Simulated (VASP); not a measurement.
# NaCuPO (P4/nmm) in VASP: single point with PBE

Aim: the single point of NaCuPO with PBE.

Program: VASP 6.6.1. These are calculated values, not measurements. Logs are shortened: lines on timing, memory, paths and dates and some standing lists are left out, and cuts for length are marked.

## (1) The cell of the first run

Symmetry: P4/nmm, No. 129, tetragonal system. Conventional cell: a = 3.723 Å, b = 3.723 Å, c = 8.097 Å, α = 90.00°, β = 90.00°, γ = 90.00°. Na (site symmetry 4mm) has 4 O at 2.29 Å and 4 P at 2.92 Å within 3.0 Å. Cu (site symmetry -4m2) has 4 P at 2.36 Å and 4 Cu at 2.63 Å within 3.1 Å. P (site symmetry 4mm) has 4 Cu at 2.36 Å and 4 Na at 2.92 Å and 4 O at 3.20 Å within 3.3 Å. O (site symmetry -4m2) has 4 Na at 2.29 Å and 4 O at 2.63 Å within 3.0 Å.

## (2) Single point, PBE

INCAR

```
PREC = Accurate ; ENCUT = 520
EDIFF = 1E-6 ; ISMEAR = -1
SIGMA = 0.0656 ; LREAL = False
LASPH = True ; NELM = 80
ALGO = Normal ; ISIF = 2
LWAVE = False ; LCHARG = True
GGA = PE ; LELF = True
LVHAR = True ; NBANDS = 39
```

KPOINTS

```
Automatic mesh
0
Gamma
  5 5 3
```

POSCAR

```
NaCuPO
1.0
    3.7227410000      0.0000000000      0.0000000000
    0.0000000000      3.7227410000      0.0000000000
    0.0000000000      0.0000000000      8.0969630000
Na Cu P O
2 2 2 2
Direct
    0.2500000000      0.2500000000      0.6652200000
    0.7500000000      0.7500000000      0.3347800000
    0.7500000000      0.2500000000      0.0000000000
    0.2500000000      0.7500000000      0.0000000000
    0.2500000000      0.2500000000      0.1782000000
    0.7500000000      0.7500000000      0.8218000000
    0.7500000000      0.2500000000      0.5000000000
    0.2500000000      0.7500000000      0.5000000000
```

Potentials or basis: VASP PAW PBE potentials, release 64 (Na_pv, Cu, P, O).

Run with:

```console
cat potpaw_PBE.64/Na_pv/POTCAR potpaw_PBE.64/Cu/POTCAR potpaw_PBE.64/P/POTCAR potpaw_PBE.64/O/POTCAR > POTCAR
mpirun -np 1 vasp_std > vasp.out
```

OUTCAR:

```text
PREC = Accurate
   ENCUT = 520
   EDIFF = 1E-6
   ISMEAR = -1
   LREAL = False
   LASPH = True
   NELM = 80
   ISIF = 2
   GGA = PE

 ion  position               nearest neighbor table
   1  0.250  0.250  0.665-   7 2.29   8 2.29   8 2.29   7 2.29
   2  0.750  0.750  0.335-   7 2.29   8 2.29   7 2.29   8 2.29
   3  0.750  0.250  0.000-   5 2.36   6 2.36   6 2.36   5 2.36   4 2.63   4 2.63   4 2.63   4 2.63

   4  0.250  0.750  0.000-   5 2.36   6 2.36   5 2.36   6 2.36   3 2.63   3 2.63   3 2.63   3 2.63

   5  0.250  0.250  0.178-   3 2.36   4 2.36   4 2.36   3 2.36
   6  0.750  0.750  0.822-   3 2.36   4 2.36   3 2.36   4 2.36
   7  0.750  0.250  0.500-   1 2.29   2 2.29   2 2.29   1 2.29
   8  0.250  0.750  0.500-   1 2.29   2 2.29   1 2.29   2 2.29

  LATTYP: Found a simple tetragonal cell.
 ALAT       =     3.7227410000
 C/A-ratio  =     2.1750003559

  Lattice vectors:

 A1 = (   3.7227410000,   0.0000000000,   0.0000000000)
 A2 = (   0.0000000000,   3.7227410000,   0.0000000000)
 A3 = (   0.0000000000,   0.0000000000,   8.0969630000)

Analysis of symmetry for initial positions (statically):
=====================================================================
 Subroutine PRICEL returns:
 Original cell was already a primitive cell.

 Routine SETGRP: Setting up the symmetry group for a
 simple tetragonal supercell.

 Subroutine GETGRP returns: Found 16 space group operations
 (whereof  4 operations were pure point group operations)
 out of a pool of 16 trial point group operations.

The static configuration has the point symmetry C_2h.
 The point group associated with its full space group is D_4h.

Analysis of symmetry for dynamics (positions and initial velocities):
=====================================================================
 Subroutine PRICEL returns:
 Original cell was already a primitive cell.

 Routine SETGRP: Setting up the symmetry group for a
 simple tetragonal supercell.

 Subroutine GETGRP returns: Found 16 space group operations
 (whereof  4 operations were pure point group operations)
 out of a pool of 16 trial point group operations.

The dynamic configuration has the point symmetry C_2h.
 The point group associated with its full space group is D_4h.

 Subroutine INISYM returns: Found 16 space group operations
 (whereof  4 operations are pure point group operations),
 and found     1 'primitive' translations

----------------------------------------------------------------------------------------

                                     Primitive cell

  volume of cell :     112.2142

  direct lattice vectors                    reciprocal lattice vectors
     3.722741000  0.000000000  0.000000000     0.268619278  0.000000000  0.000000000
     0.000000000  3.722741000  0.000000000     0.000000000  0.268619278  0.000000000
     0.000000000  0.000000000  8.096963000     0.000000000  0.000000000  0.123503096

  length of vectors
     3.722741000  3.722741000  8.096963000     0.268619278  0.268619278  0.123503096

  position of ions in fractional coordinates (direct lattice)
     0.250000000  0.250000000  0.665220000
     0.750000000  0.750000000  0.334780000
     0.750000000  0.250000000  0.000000000
     0.250000000  0.750000000  0.000000000
     0.250000000  0.250000000  0.178200000
     0.750000000  0.750000000  0.821800000
     0.750000000  0.250000000  0.500000000
     0.250000000  0.750000000  0.500000000

  ion indices of the primitive-cell ions
   primitive index   ion index
                 1           1
                 2           2
                 3           3
                 4           4
                 5           5
                 6           6
                 7           7
                 8           8

----------------------------------------------------------------------------------------

 KPOINTS: Automatic mesh

Automatic generation of k-mesh.
 Grid dimensions read from file:
 generate k-points for:    5    5    3

 Generating k-lattice:

  Cartesian coordinates                     Fractional coordinates (reciprocal lattice)
     0.053723856  0.000000000  0.000000000     0.200000000  0.000000000  0.000000000
     0.000000000  0.053723856  0.000000000     0.000000000  0.200000000  0.000000000
     0.000000000  0.000000000  0.041167699     0.000000000  0.000000000  0.333333333

  Length of vectors
     0.053723856  0.053723856  0.041167699

  Shift w.r.t. Gamma in fractional coordinates (k-lattice)
     0.000000000  0.000000000  0.000000000

 Subroutine IBZKPT returns following result:
 ===========================================

 Found     12 irreducible k-points:

 Following reciprocal coordinates:
            Coordinates               Weight
  0.000000  0.000000  0.000000      1.000000
  0.200000  0.000000  0.000000      4.000000
  0.400000  0.000000  0.000000      4.000000
  0.200000  0.200000  0.000000      4.000000
  0.400000  0.200000  0.000000      8.000000
  0.400000  0.400000  0.000000      4.000000
  0.000000  0.000000  0.333333      2.000000
  0.200000  0.000000  0.333333      8.000000
  0.400000  0.000000  0.333333      8.000000
  0.200000  0.200000  0.333333      8.000000
  0.400000  0.200000  0.333333     16.000000
  0.400000  0.400000  0.333333      8.000000
   k-points           NKPTS =     12   k-points in BZ     NKDIM =     12   number of bands    NBANDS=     39
   number of dos      NEDOS =    301   number of ions     NIONS =      8
   total plane-waves  NPLWV =  47040
   dimension x,y,z NGX =    28 NGY =   28 NGZ =   60
   dimension x,y,z NGXF=    56 NGYF=   56 NGZF=  120
   ions per type =               2   2   2   2
   NGX,Y,Z   is equivalent  to a cutoff of  12.50, 12.50, 12.32 a.u.
   NGXF,Y,Z  is equivalent  to a cutoff of  25.01, 25.01, 24.64 a.u.
 SYSTEM =  unknown system
   PREC   = accura    normal or accurate (medium, high low for compatibility)
   ISTART =      0    job   : 0-new  1-cont  2-samecut
   ICHARG =      2    charge: 1-file 2-atom 10-const
   ISPIN  =      1    spin polarized calculation?
   LNONCOLLINEAR =      F non collinear calculations
   LSORBIT =      F    spin-orbit coupling
   LASPH  =      T    aspherical Exc in radial PAW
   ENCUT  =  520.0 eV  38.22 Ry    6.18 a.u.   6.92  6.92 15.05*2*pi/ulx,y,z
   NELM   =     80;   NELMIN=  2; NELMDL= -5     # of ELM steps
   EDIFF  = 0.1E-05   stopping-criterion for ELM
   LREAL  =      F    real-space projection
   EDIFFG = 0.1E-04   stopping-criterion for IOM
   NSW    =      0    number of steps for IOM
   IBRION =     -1    ionic relax: 0-MD 1-quasi-New 2-CG
   NFREE  =      0    steps in history (QN), initial steepest desc. (CG)
   ISIF   =      2    stress and relaxation
   ISYM   =      2    0-nonsym 1-usesym 2-fastsym
   POTIM  = 0.5000    time-step for ionic-motion
   TEBEG  =    0.0;   TEEND  =   0.0 temperature during run
   PSTRESS=    0.0 pullay stress
   NELECT =      58.0000    total number of electrons
   NUPDOWN=      -1.0000    fix difference up-down
   EMIN   =  10.00;   EMAX   =-10.00  energy-range for DOS
   EFERMI =   0.00;   METHOD = LEGACY
   ISMEAR =    -1;   SIGMA  =   0.07  broadening in eV -4-tet -1-fermi 0-gaus
   EFERMI_NEDOS =   21; number of points for ismear=-14 and -15
   IALGO  =     38    algorithm
   IMIX   =      4    mixing-type and parameters
     AMIX     =   0.40;   BMIX     =  1.00
     AMIX_MAG =   1.60;   BMIX_MAG =  1.00
  volume/ion in A,a.u.               =      14.03        94.66
  Fermi-wavevector in a.u.,A,eV,Ry     =   1.313817  2.482754 23.485224  1.726115
  Thomas-Fermi vector in A             =   2.444113
   LORBIT       =      0    0 simple, 1 ext, 2 COOP (PROOUT), +10 PAW based schemes
   GGA     = PE    functional components
   LHFCALC =     F    Hartree Fock is set to
   AEXX    =    0.0000 exact exchange contribution
   IVDW    =     0    specifies the selected vdW correction
   LEPSILON=     F    determine dielectric tensor
   LRPA    =     F    only Hartree local field effects (RPA)
 non-spin polarized calculation
  energy-cutoff  :      520.00
  volume of cell :      112.21
 maximum number of plane-waves:      3042
 NGX is ok and might be reduce to    28
   NGX = 13   NGY = 13   NGZ = 31

 number of electron      57.9999994 magnetization

 Free energy of the ion-electron system (eV)
  ---------------------------------------------------
  ext. energy  EPLUGINS =         0.00000000
  ---------------------------------------------------
  free energy    TOTEN  =       -30.78935510 eV

  energy without entropy =      -30.70462750  energy(sigma->0) =      -30.74699130

 E-fermi :   3.7462     XC(G=0): -10.3838

 val. band max:        3.7174169175   @ k =   0.2000   0.0000   0.0000
 cond. band min:       3.7501226993   @ k =   0.2000   0.0000   0.3333
 fundamental gap:      0.0327057818
 Fermi energy:         3.7461739434

 k-point     1 :       0.0000    0.0000    0.0000
  band No.  band energies     occupation
      1     -17.7793      2.00000
      2     -17.7002      2.00000
      3     -17.6893      2.00000
      4     -17.6893      2.00000
      5     -17.6776      2.00000
      6     -17.6776      2.00000
[... 31 lines left out ...]
     38      10.7449      0.00000
     39      12.5084      0.00000

 k-point     2 :       0.2000    0.0000    0.0000
  band No.  band energies     occupation
      1     -17.7741      2.00000
      2     -17.7145      2.00000
      3     -17.6951      2.00000
      4     -17.6909      2.00000
      5     -17.6871      2.00000
      6     -17.6777      2.00000
[... 31 lines left out ...]
     38      10.8260      0.00000
     39      12.4412      0.00000

 k-point     3 :       0.4000    0.0000    0.0000
  band No.  band energies     occupation
      1     -17.7675      2.00000
      2     -17.7501      2.00000
      3     -17.7030      2.00000
      4     -17.6987      2.00000
      5     -17.6824      2.00000
      6     -17.6788      2.00000
[... 31 lines left out ...]
     38      11.1429      0.00000
     39      11.9711      0.00000

 k-point     4 :       0.2000    0.2000    0.0000
  band No.  band energies     occupation
      1     -17.7698      2.00000
      2     -17.7152      2.00000
      3     -17.7079      2.00000
      4     -17.6946      2.00000
      5     -17.6899      2.00000
      6     -17.6866      2.00000
[... 31 lines left out ...]
     38      10.7790      0.00000
     39      11.3800      0.00000

 k-point     5 :       0.4000    0.2000    0.0000
  band No.  band energies     occupation
      1     -17.7650      2.00000
      2     -17.7487      2.00000
      3     -17.7037      2.00000
      4     -17.7031      2.00000
      5     -17.6924      2.00000
      6     -17.6903      2.00000
[... 31 lines left out ...]
     38      11.7392      0.00000
     39      12.6603      0.00000

 k-point     6 :       0.4000    0.4000    0.0000
  band No.  band energies     occupation
      1     -17.7650      2.00000
      2     -17.7581      2.00000
      3     -17.7095      2.00000
      4     -17.7064      2.00000
      5     -17.7011      2.00000
      6     -17.6992      2.00000
[... 31 lines left out ...]
     38      13.2428      0.00000
     39      13.6936      0.00000

 k-point     7 :       0.0000    0.0000    0.3333
  band No.  band energies     occupation
      1     -17.7788      2.00000
      2     -17.7008      2.00000
      3     -17.6893      2.00000
      4     -17.6893      2.00000
      5     -17.6776      2.00000
      6     -17.6776      2.00000
[... 31 lines left out ...]
     38      10.6353      0.00000
     39      12.5255      0.00000

 k-point     8 :       0.2000    0.0000    0.3333
  band No.  band energies     occupation
      1     -17.7738      2.00000
      2     -17.7148      2.00000
      3     -17.6952      2.00000
      4     -17.6907      2.00000
      5     -17.6871      2.00000
      6     -17.6777      2.00000
[... 31 lines left out ...]
     38      10.7532      0.00000
     39      12.3840      0.00000

 k-point     9 :       0.4000    0.0000    0.3333
  band No.  band energies     occupation
      1     -17.7676      2.00000
      2     -17.7503      2.00000
      3     -17.7026      2.00000
      4     -17.6986      2.00000
      5     -17.6824      2.00000
      6     -17.6788      2.00000
[... 31 lines left out ...]
     38      11.1832      0.00000
     39      12.1785      0.00000

 k-point    10 :       0.2000    0.2000    0.3333
  band No.  band energies     occupation
      1     -17.7696      2.00000
      2     -17.7152      2.00000
      3     -17.7084      2.00000
      4     -17.6943      2.00000
      5     -17.6899      2.00000
      6     -17.6866      2.00000
[... 31 lines left out ...]
     38      10.9700      0.00000
     39      11.3391      0.00000

 k-point    11 :       0.4000    0.2000    0.3333
  band No.  band energies     occupation
      1     -17.7650      2.00000
      2     -17.7488      2.00000
      3     -17.7035      2.00000
      4     -17.7031      2.00000
      5     -17.6924      2.00000
      6     -17.6904      2.00000
[... 31 lines left out ...]
     38      11.8043      0.00000
     39      12.3254      0.00000

 k-point    12 :       0.4000    0.4000    0.3333
  band No.  band energies     occupation
      1     -17.7650      2.00000
      2     -17.7580      2.00000
      3     -17.7097      2.00000
      4     -17.7063      2.00000
      5     -17.7012      2.00000
      6     -17.6992      2.00000
[... 31 lines left out ...]
     38      13.0605      0.00000
     39      13.5873      0.00000

------------------------ aborting loop because EDIFF is reached ----------------------------------------

  FORCE on cell =-STRESS in cart. coord.  units (eV):
  Direction    XX          YY          ZZ          XY          YZ          ZX
  --------------------------------------------------------------------------------------
  -------------------------------------------------------------------------------------
  Total        2.4139128      2.4139128     -1.6582260      0.0000000      0.0000000      0.0000000
  in kB       34.4654828     34.4654828    -23.6758999      0.0000000      0.0000000      0.0000000
  external PRESSURE =      15.0850219 kB  Pullay stress =       0.0000000 kB

 VOLUME and BASIS-vectors are now :
 -----------------------------------------------------------------------------
  energy-cutoff  :      520.00
  volume of cell :      112.21
      direct lattice vectors                 reciprocal lattice vectors
     3.722741000  0.000000000  0.000000000     0.268619278  0.000000000  0.000000000
     0.000000000  3.722741000  0.000000000     0.000000000  0.268619278  0.000000000
     0.000000000  0.000000000  8.096963000     0.000000000  0.000000000  0.123503096

 POSITION                                       TOTAL-FORCE (eV/Angst)
 -----------------------------------------------------------------------------------
      0.93069      0.93069      5.38626        -0.000000     -0.000000     -0.580185
      2.79206      2.79206      2.71070        -0.000000     -0.000000      0.580185
      2.79206      0.93069      0.00000        -0.000000     -0.000000      0.000000
      0.93069      2.79206      0.00000         0.000000      0.000000     -0.000000
      0.93069      0.93069      1.44288        -0.000000      0.000000     -0.664865
      2.79206      2.79206      6.65408        -0.000000     -0.000000      0.664865
      2.79206      0.93069      4.04848         0.000000      0.000000      0.000000
      0.93069      2.79206      4.04848         0.000000      0.000000      0.000000
 -----------------------------------------------------------------------------------
    total drift:                                0.000000      0.000000     -0.000000

  FREE ENERGIE OF THE ION-ELECTRON SYSTEM (eV)
  ---------------------------------------------------
  free  energy   TOTEN  =       -30.7893550984 eV

  energy  without entropy=      -30.7046275000  energy(sigma->0) =      -30.74699130
```

Run time: 1.7 min. Hardware: 1 thread of AMD EPYC 7R13, shared host; peak memory 0.2 GiB.

What came out:

* Free energy: -30.7894 eV
* Pressure: 1.5 GPa
* Largest force: 0.665 eV/Å
* Band gap on the k mesh: zero (bands 29 and 30 overlap by 0.94 eV)

Forces on the atoms (eV/Å):
```
Na   0.000  0.000 -0.580
Na   0.000  0.000  0.580
Cu   0.000  0.000  0.000
Cu   0.000  0.000  0.000
P    0.000  0.000 -0.665
P    0.000  0.000  0.665
O    0.000  0.000  0.000
O    0.000  0.000  0.000
```

Stress tensor (GPa, compression positive):
```
 3.45  0.00  0.00
 0.00  3.45  0.00
 0.00  0.00 -2.37
```
